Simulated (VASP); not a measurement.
# Mg27HO26 (a cell with a defect) in VASP: further runs

Mg27HO26 (a cell with a defect) is run at these levels: PBE; tasks: single point, relaxation of the atoms.

Everything below comes from runs of VASP 6.6.1. Logs are shortened: lines on timing, memory, paths and dates and some standing lists are left out, and cuts for length are marked.

### 1 The cell of the first run

The cell holds a defect, 54 atoms: a = 9.025 Å, b = 9.025 Å, c = 9.025 Å, α = 60.00°, β = 60.00°, γ = 60.00°.

### 2 Single point, PBE

INCAR reads:

```
SYSTEM = Mg27HO26
  PREC = Accurate
  ENCUT = 520
  EDIFF = 1E-6
  ISMEAR = 0
  SIGMA = 0.01
  LREAL = Auto
  LASPH = .TRUE.
  NELM = 60
  ALGO = Normal
  ISIF = 2
  LWAVE = .FALSE.
  LCHARG = .FALSE.
  GGA = PE
  NELECT = 212.0
  NBANDS = 138
```

KPOINTS reads:

```
Automatic mesh
0
Gamma
  1 1 1
  0.25 0.25 0.25
```

POSCAR reads:

```
Mg27HO26
1.0
    0.0000000000      6.3815718500      6.3815718500
    6.3815718500      0.0000000000      6.3815718500
    6.3815718500      6.3815718500      0.0000000000
Mg O H
27 26 1
Direct
   -0.0011451415      0.0000351849      0.0011317423
   -0.0011334936     -0.0000596845      0.3339300558
   -0.0010530300      0.0001447685      0.6683167586
   -0.0012212105      0.3328010360      0.0011509159
   -0.0005747908      0.3335100609      0.3345124620
   -0.0011523589      0.3332913616      0.6679844627
   -0.0009253684      0.6672648509      0.0011516053
   -0.0010931327      0.6669523170      0.3342840591
   -0.0016240953      0.6667120670      0.6678006602
    0.3317221079     -0.0000725170      0.0010494490
    0.3322782922      0.0006590671      0.3344627126
    0.3319914775      0.0000146638      0.6680103077
    0.3322325150      0.3334682559      0.0016333298
    0.3321351181      0.3333222542      0.3344079016
    0.3250753622      0.3263097534      0.6741230506
    0.3320992353      0.6669095817      0.0011472581
    0.3251722104      0.6730064858      0.3274178937
    0.3260698366      0.6738116339      0.6747833333
    0.6661261886      0.0000740488      0.0012139156
    0.6656875681      0.0000662090      0.3343345850
    0.6654737677     -0.0004611627      0.6677833980
    0.6656294181      0.3332554608      0.0011052395
    0.6718368834      0.3263060813      0.3273807330
    0.6725298053      0.3272385459      0.6748608765
    0.6655564679      0.6666983940      0.0006002700
    0.6726072182      0.6738331941      0.3282498143
    0.6656575741      0.6668775989      0.6678976885
    0.1653977810      0.1665032479      0.1676529432
    0.1650451674      0.1662708054      0.5015493104
    0.1646884550      0.1658516351      0.8355106187
    0.1651207870      0.5004449073      0.1673359779
    0.1688926268      0.5002044160      0.5012854369
    0.1693739759      0.5000699137      0.8307048746
    0.1647830353      0.8343531809      0.1669735925
    0.1694133257      0.8296173751      0.5011190980
    0.1646187718      0.8341893157      0.8352791448
    0.4992916986      0.1662407551      0.1672997104
    0.4989872699      0.1700602077      0.5012549581
    0.4988571460      0.1705062061      0.8307192281
    0.4990446815      0.5001682514      0.1711463815
    0.4987758924      0.4999420424      0.8311489016
    0.4989158759      0.8296024273      0.1715880510
    0.4987860431      0.8301115176      0.5010016390
    0.4984760113      0.8338752614      0.8349604729
    0.8332359064      0.1658848992      0.1669685426
    0.8283967361      0.1705875917      0.5011611906
    0.8330028666      0.1657538525      0.8353031404
    0.8284613450      0.5000667307      0.1716273415
    0.8289269070      0.4999781533      0.5010114654
    0.8326985481      0.4996672563      0.8349864539
    0.8330923423      0.8342200770      0.1668229047
    0.8327348634      0.8339323720      0.5006952946
    0.8324304224      0.8335848616      0.8346469186
    0.4991245517      0.5000592113      0.5010888478
```

Potentials or basis: VASP PAW PBE potentials, release 64 (Mg, O, H).

The run is started by

```sh
$ cat potpaw_PBE.64/Mg/POTCAR potpaw_PBE.64/O/POTCAR potpaw_PBE.64/H/POTCAR > POTCAR
$ mpirun -np 1 vasp_std > vasp.out
```

OUTCAR:

```text
SYSTEM = Mg27HO26
   PREC = Accurate
   ENCUT = 520
   EDIFF = 1E-6
   ISMEAR = 0
   LREAL = Auto
   LASPH = .TRUE.
   NELM = 60
   ISIF = 2
   GGA = PE
   NELECT = 212.0

 ion  position               nearest neighbor table
   1  0.999  0.000  0.001-  51 2.12  30 2.12  47 2.12  45 2.12  36 2.12  34 2.12   7 3.00  19 3.00
                             3 3.00   4 3.00   2 3.00  10 3.00   8 3.01  12 3.01  16 3.01  20 3.01
   2  0.999  1.000  0.334-  52 2.12  34 2.12  45 2.12  28 2.13  35 2.16  46 2.16  17 2.95  23 2.95
                             1 3.00   8 3.00   4 3.00  10 3.00  20 3.00   9 3.01  21 3.01  11 3.01
   3  0.999  0.000  0.668-  29 2.12  47 2.12  36 2.12  53 2.13  46 2.16  35 2.16  18 2.95  24 2.95
                             1 3.00  12 3.00   7 3.00  19 3.00   6 3.00   5 3.01  11 3.01   9 3.01
   4  0.999  0.333  0.001-  50 2.12  45 2.12  30 2.12  28 2.13  48 2.16  33 2.16  23 2.95  15 2.95
                             1 3.00   2 3.00   6 3.00  10 3.00  22 3.00  25 3.01   9 3.01  13 3.01
   5  0.999  0.334  0.335-  31 2.12  29 2.12  49 2.13  28 2.13  48 2.13  46 2.13  14 3.00  13 3.00
                            11 3.00   8 3.01   6 3.01   7 3.01   3 3.01  26 3.01  24 3.01   4 3.01
   6  0.999  0.333  0.668-  30 2.13  50 2.13  47 2.13  29 2.13  49 2.15  32 2.15  15 2.94  24 2.94
                             4 3.00   3 3.00   5 3.01   9 3.01  22 3.01   1 3.01  12 3.01  27 3.01
   7  0.999  0.667  0.001-  31 2.12  36 2.12  51 2.12  53 2.13  33 2.15  48 2.16  18 2.95  26 2.95
                             1 3.00  16 3.00   3 3.00  19 3.00   8 3.00  13 3.01   5 3.01   9 3.01
   8  0.999  0.667  0.334-  51 2.13  34 2.13  52 2.13  31 2.13  49 2.15  32 2.15  17 2.94  26 2.94
                             2 3.00   7 3.00   5 3.01   1 3.01   9 3.01  16 3.01  20 3.01  14 3.01
   9  0.998  0.667  0.668-  50 2.12  52 2.12  32 2.13  53 2.13  33 2.13  35 2.13  27 3.00  25 3.00
[... 62 lines left out ...]
  53  0.832  0.834  0.835-  19 2.13   3 2.13   7 2.13   9 2.13  25 2.13  21 2.13
  54  0.499  0.500  0.501-  24 2.22  26 2.22  18 2.22  23 2.22  17 2.22  15 2.22

  LATTYP: Found a face centered cubic cell.
 ALAT       =    12.7631437000

  Lattice vectors:

 A1 = (   0.0000000000,   6.3815718500,   6.3815718500)
 A2 = (   6.3815718500,   0.0000000000,   6.3815718500)
 A3 = (   6.3815718500,   6.3815718500,   0.0000000000)

Analysis of symmetry for initial positions (statically):
=====================================================================
 Subroutine PRICEL returns:
 Original cell was already a primitive cell.

 Routine SETGRP: Setting up the symmetry group for a
 face centered cubic supercell.

 Subroutine GETGRP returns: Found  1 space group operations
 (whereof  1 operations were pure point group operations)
 out of a pool of 48 trial point group operations.

The static configuration has the point symmetry C_1 .

Analysis of symmetry for dynamics (positions and initial velocities):
=====================================================================
 Subroutine PRICEL returns:
 Original cell was already a primitive cell.

 Routine SETGRP: Setting up the symmetry group for a
 face centered cubic supercell.

 Subroutine GETGRP returns: Found  1 space group operations
 (whereof  1 operations were pure point group operations)
 out of a pool of 48 trial point group operations.

The dynamic configuration has the point symmetry C_1 .

 Subroutine INISYM returns: Found  1 space group operations
 (whereof  1 operations are pure point group operations),
 and found     1 'primitive' translations

----------------------------------------------------------------------------------------

                                     Primitive cell

  volume of cell :     519.7721

  direct lattice vectors                    reciprocal lattice vectors
     0.000000000  6.381571850  6.381571850    -0.078350603  0.078350603  0.078350603
     6.381571850  0.000000000  6.381571850     0.078350603 -0.078350603  0.078350603
     6.381571850  6.381571850  0.000000000     0.078350603  0.078350603 -0.078350603

  length of vectors
     9.024905460  9.024905460  9.024905460     0.135707225  0.135707225  0.135707225

  position of ions in fractional coordinates (direct lattice)
     0.998854859  0.000035185  0.001131742
     0.998866506  0.999940315  0.333930056
     0.998946970  0.000144769  0.668316759
     0.998778790  0.332801036  0.001150916
     0.999425209  0.333510061  0.334512462
     0.998847641  0.333291362  0.667984463
[... 46 lines left out ...]
     0.832430422  0.833584862  0.834646919
     0.499124552  0.500059211  0.501088848

  ion indices of the primitive-cell ions
   primitive index   ion index
                 1           1
                 2           2
                 3           3
                 4           4
                 5           5
                 6           6
[... 46 lines left out ...]
                53          53
                54          54

----------------------------------------------------------------------------------------

 KPOINTS: Automatic mesh

Automatic generation of k-mesh.
 Grid dimensions read from file:
 generate k-points for:    1    1    1

 Generating k-lattice:

  Cartesian coordinates                     Fractional coordinates (reciprocal lattice)
    -0.078350603  0.078350603  0.078350603     1.000000000  0.000000000  0.000000000
     0.078350603 -0.078350603  0.078350603     0.000000000  1.000000000  0.000000000
     0.078350603  0.078350603 -0.078350603     0.000000000  0.000000000  1.000000000

  Length of vectors
     0.135707225  0.135707225  0.135707225

  Shift w.r.t. Gamma in fractional coordinates (k-lattice)
     0.250000000  0.250000000  0.250000000

 Subroutine IBZKPT returns following result:
 ===========================================

 Found      4 irreducible k-points:

 Following reciprocal coordinates:
            Coordinates               Weight
  0.250000  0.250000  0.250000      2.000000
  0.250000  0.000000  0.000000      2.000000
  0.000000  0.000000 -0.250000      2.000000
  0.000000  0.250000  0.000000      2.000000
   k-points           NKPTS =      4   k-points in BZ     NKDIM =      4   number of bands    NBANDS=    138
   number of dos      NEDOS =    301   number of ions     NIONS =     54
   total plane-waves  NPLWV = 343000
   dimension x,y,z NGX =    70 NGY =   70 NGZ =   70
   dimension x,y,z NGXF=   140 NGYF=  140 NGZF=  140
   ions per type =              27  26   1
   NGX,Y,Z   is equivalent  to a cutoff of  12.89, 12.89, 12.89 a.u.
   NGXF,Y,Z  is equivalent  to a cutoff of  25.79, 25.79, 25.79 a.u.
 SYSTEM =  Mg27HO26
   PREC   = accura    normal or accurate (medium, high low for compatibility)
   ISTART =      0    job   : 0-new  1-cont  2-samecut
   ICHARG =      2    charge: 1-file 2-atom 10-const
   ISPIN  =      1    spin polarized calculation?
   LNONCOLLINEAR =      F non collinear calculations
   LSORBIT =      F    spin-orbit coupling
   LASPH  =      T    aspherical Exc in radial PAW
   ENCUT  =  520.0 eV  38.22 Ry    6.18 a.u.  16.78 16.78 16.78*2*pi/ulx,y,z
   NELM   =     60;   NELMIN=  2; NELMDL= -5     # of ELM steps
   EDIFF  = 0.1E-05   stopping-criterion for ELM
   LREAL  =      T    real-space projection
   EDIFFG = 0.1E-04   stopping-criterion for IOM
   NSW    =      0    number of steps for IOM
   IBRION =     -1    ionic relax: 0-MD 1-quasi-New 2-CG
   NFREE  =      0    steps in history (QN), initial steepest desc. (CG)
   ISIF   =      2    stress and relaxation
   ISYM   =      2    0-nonsym 1-usesym 2-fastsym
   POTIM  = 0.5000    time-step for ionic-motion
   TEBEG  =    0.0;   TEEND  =   0.0 temperature during run
   PSTRESS=    0.0 pullay stress
   NELECT =     212.0000    total number of electrons
   NUPDOWN=      -1.0000    fix difference up-down
   EMIN   =  10.00;   EMAX   =-10.00  energy-range for DOS
   EFERMI =   0.00;   METHOD = LEGACY
   ISMEAR =     0;   SIGMA  =   0.01  broadening in eV -4-tet -1-fermi 0-gaus
   EFERMI_NEDOS =   21; number of points for ismear=-14 and -15
   IALGO  =     38    algorithm
   IMIX   =      4    mixing-type and parameters
     AMIX     =   0.40;   BMIX     =  1.00
     AMIX_MAG =   1.60;   BMIX_MAG =  1.00
  volume/ion in A,a.u.               =       9.63        64.96
  Fermi-wavevector in a.u.,A,eV,Ry     =   1.214085  2.294288 20.055023  1.474003
  Thomas-Fermi vector in A             =   2.349516
   LORBIT       =      0    0 simple, 1 ext, 2 COOP (PROOUT), +10 PAW based schemes
   GGA     = PE    functional components
   LHFCALC =     F    Hartree Fock is set to
   AEXX    =    0.0000 exact exchange contribution
   IVDW    =     0    specifies the selected vdW correction
   LEPSILON=     F    determine dielectric tensor
   LRPA    =     F    only Hartree local field effects (RPA)
 non-spin polarized calculation
 Gauss-broadening in eV      SIGMA  =   0.01
  energy-cutoff  :      520.00
  volume of cell :      519.77
 maximum number of plane-waves:     13962
 NGX is ok and might be reduce to    70
   NGX = 33   NGY = 33   NGZ = 33

 number of electron     211.9999966 magnetization

 Free energy of the ion-electron system (eV)
  ---------------------------------------------------
  ext. energy  EPLUGINS =         0.00000000
  ---------------------------------------------------
  free energy    TOTEN  =      -303.84404616 eV

  energy without entropy =     -303.84404616  energy(sigma->0) =     -303.84404616

 E-fermi :   7.9149     XC(G=0): -10.9310

 val. band max:        7.8542617349   @ k =   0.2500   0.0000   0.0000
 cond. band min:       9.0207414617   @ k =   0.2500   0.2500   0.2500
 fundamental gap:      1.1664797267
 Fermi energy:         7.9148825172

 k-point     1 :       0.2500    0.2500    0.2500
  band No.  band energies     occupation
      1     -14.0960      2.00000
      2     -13.6210      2.00000
      3     -13.4041      2.00000
      4     -13.4040      2.00000
      5     -13.3469      2.00000
      6     -13.2714      2.00000
[... 473 lines left out ...]
    117      11.3934      0.00000
    118      11.6304      0.00000
 [bands above 118 left out]

------------------------ aborting loop because EDIFF is reached ----------------------------------------

  FORCE on cell =-STRESS in cart. coord.  units (eV):
  Direction    XX          YY          ZZ          XY          YZ          ZX
  --------------------------------------------------------------------------------------
  -------------------------------------------------------------------------------------
  Total       23.5828804     23.5654033     23.5856949      0.0452699      0.0447045      0.0287737
  in kB       72.6933102     72.6394378     72.7019858      0.1395428      0.1378000      0.0886939
  external PRESSURE =      72.6782446 kB  Pullay stress =       0.0000000 kB

 VOLUME and BASIS-vectors are now :
 -----------------------------------------------------------------------------
  energy-cutoff  :      520.00
  volume of cell :      519.77
      direct lattice vectors                 reciprocal lattice vectors
     0.000000000  6.381571850  6.381571850    -0.078350603  0.078350603  0.078350603
     6.381571850  0.000000000  6.381571850     0.078350603 -0.078350603  0.078350603
     6.381571850  6.381571850  0.000000000     0.078350603  0.078350603 -0.078350603

 POSITION                                       TOTAL-FORCE (eV/Angst)
 -----------------------------------------------------------------------------------
      0.00745      6.38149      6.37449         0.005221      0.000616      0.001605
      8.51219      8.50534     12.75553         0.034667      0.028395      0.044984
      4.26584     10.63976      6.37578        -0.028031     -0.031641     -0.039251
      2.13114      6.38112      8.49757         0.029427      0.041896      0.032637
      4.26303      8.51262      8.50622        -0.072113     -0.049302     -0.053545
      6.38971     10.63701      8.50114        -0.002806      0.041861     -0.043184
[... 46 lines left out ...]
     10.64594     10.63857     10.63180        -0.007607     -0.008171     -0.009086
      6.38890      6.38293      6.37636         0.002144     -0.001673     -0.001937
 -----------------------------------------------------------------------------------
    total drift:                               -0.005872     -0.002530      0.001397

  FREE ENERGIE OF THE ION-ELECTRON SYSTEM (eV)
  ---------------------------------------------------
  free  energy   TOTEN  =      -303.8440461639 eV

  energy  without entropy=     -303.8440461639  energy(sigma->0) =     -303.84404616
```

Run time: 16 min. Hardware: 1 thread of Intel Xeon Platinum 8488C (Sapphire Rapids), shared host; peak memory 0.79 GiB.

Results:

* Free energy: -303.8440 eV
* Largest force: 0.131 eV/Å

Forces on the atoms (eV/Å):
```
Mg   0.005  0.001  0.002
Mg   0.035  0.028  0.045
Mg  -0.028 -0.032 -0.039
Mg   0.029  0.042  0.033
Mg  -0.072 -0.049 -0.054
Mg  -0.003  0.042 -0.043
Mg  -0.028 -0.043 -0.035
Mg  -0.001 -0.038  0.038
Mg   0.068  0.048  0.048
Mg   0.048  0.029  0.032
Mg  -0.048 -0.072 -0.050
Mg   0.043 -0.001 -0.034
Mg  -0.049 -0.044 -0.073
Mg  -0.039 -0.038 -0.038
Mg   0.086  0.092 -0.012
Mg   0.039 -0.042 -0.003
Mg   0.086 -0.012  0.088
Mg   0.016 -0.089 -0.093
Mg  -0.039 -0.034 -0.027
Mg  -0.040 -0.001  0.045
Mg   0.050  0.070  0.054
Mg  -0.041  0.047  0.002
Mg  -0.012  0.091  0.089
Mg  -0.095  0.018 -0.088
Mg   0.049  0.052  0.067
Mg  -0.094 -0.088  0.015
Mg   0.034  0.039  0.037
O    0.008  0.005  0.007
O    0.033  0.034  0.065
O   -0.034 -0.034  0.002
O    0.035  0.065  0.034
O   -0.054 -0.009 -0.007
O   -0.010 -0.002  0.007
O   -0.033 -0.001 -0.035
O   -0.008  0.007 -0.002
O    0.002  0.032  0.033
O    0.066  0.035  0.034
O   -0.007 -0.053 -0.006
O   -0.002 -0.009  0.009
O   -0.008 -0.010 -0.055
O    0.008  0.006  0.057
O    0.000  0.008 -0.007
O    0.006  0.055  0.007
O   -0.066 -0.032 -0.031
O    0.000 -0.035 -0.036
O    0.003 -0.007 -0.002
O    0.033 -0.001  0.035
O    0.008 -0.002 -0.007
O    0.057  0.007  0.008
O   -0.033 -0.066 -0.032
O    0.033  0.032 -0.001
O   -0.033 -0.032 -0.068
O   -0.008 -0.008 -0.009
H    0.002 -0.002 -0.002
```

Levels at points of the mesh, in eV from the Fermi level:
```csv
k point,band 103,band 104,band 105,band 106,band 107,band 108,band 109,band 110
"(0.25, 0.25, 0.25)",-5.34,-5.09,-5.09,-0.07,1.11,1.37,1.37,2.16
```

Caveat: the cell carries a net charge on a neutralising background, which shifts energy and pressure; the cell is charged against a uniform background, so pressure and absolute levels hang on convention.

(Continued in part 2 of 3.)
